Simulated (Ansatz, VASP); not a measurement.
# SnPt3 in VASP and in Ansatz

```
Sn Pt
1.0
     4.00000    0.00000    0.00000
     0.00000    4.00000    0.00000
     0.00000    0.00000    3.92000
Sn Pt
1 3
Direct
  0.00000 0.00000 0.00000
  0.00000 0.50000 0.50000
  0.50000 0.00000 0.50000
  0.50000 0.50000 0.00000
```

Change from the starting cell: zz strain of -2 %.

Alike in both runs: task single point; functional LDA; k mesh 8 × 8 × 8; occupations fermi-dirac, width 0.05 eV; no spin polarisation.

|  | VASP | Ansatz |
| --- | --- | --- |
| version | VASP 6.6.1 | Ansatz 0.2.0 |
| potentials or method | VASP PAW LDA potentials, release 64 (Sn_d, Pt), cutoff 520 eV | all-electron LAPW, scalar-relativistic |

|  | VASP | Ansatz | Ansatz less VASP |
| --- | --- | --- | --- |
| pressure (GPa) | 2.1 | 1.3 | -0.85 |
| traceless stress, the component that is largest in VASP (GPa) | 1.59 | 1.57 | -0.019 |

LDA's correlation is that of Perdew and Zunger in VASP and of Perdew and Wang (1992) in Ansatz. Ansatz ran all-electron here, and VASP with PAW potentials.

Spin-orbit coupling is off throughout.
